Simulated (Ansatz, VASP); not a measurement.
One calculation of H3C18N, two programs

```xyz
22
Lattice="7.3980 0.0000 0.0000 -3.6990 6.4069 0.0000 0.0000 0.0000 12.0000" Properties=species:S:1:pos:R:3 pbc="T T T"
C     0.0484   -0.0464    0.7068
C     1.2675    0.6580    0.7039
C    -1.1863    2.0744    0.7072
C     0.0484    2.7867    0.7081
C    -2.4320    4.2184    0.7076
C    -1.1864    4.9377    0.7058
C     2.5125   -0.0608    0.6993
C     3.7469    0.6519    0.6949
C     1.2678    2.0830    0.7052
C     2.5126    2.8017    0.7036
C     0.0484    4.2246    0.7073
C     1.2676    4.9285    0.7057
C     4.9660   -0.0526    0.7011
C     6.2118    0.6663    0.7060
C     3.7467    2.0894    0.6995
C     4.9659    2.7931    0.7049
C     2.5127    4.2094    0.7065
C     3.7469    4.9224    0.7071
N     3.4595    0.7274    4.0038
H     4.4031    0.8760    3.6391
H     3.5705    0.4905    4.9920
H     3.1138   -0.1178    3.5446
```

Alike in both runs: functional PBE; dispersion D3(BJ); k mesh 2 × 2 × 1; occupations gaussian, width 0.05 eV; no spin polarisation.

Ansatz relaxed the structure, and its values are those at the end. VASP's run is a single point on that final structure, the one shown.

|  | VASP | Ansatz |
| --- | --- | --- |
| version | VASP 6.6.1 | Ansatz 0.2.0 |
| potentials or method | VASP PAW PBE potentials, release 64 (C, N, H), cutoff 520 eV | scalar-relativistic, plane waves, PAW |
| valence electrons in the cell | 80 | 80 |

|  | VASP | Ansatz | Ansatz less VASP |
| --- | --- | --- | --- |
| rms of the force components (eV/Å) | 0.013 | 0.008 | -0.0050 |

The k mesh is coarse, so the values compare programs but aren't converged.
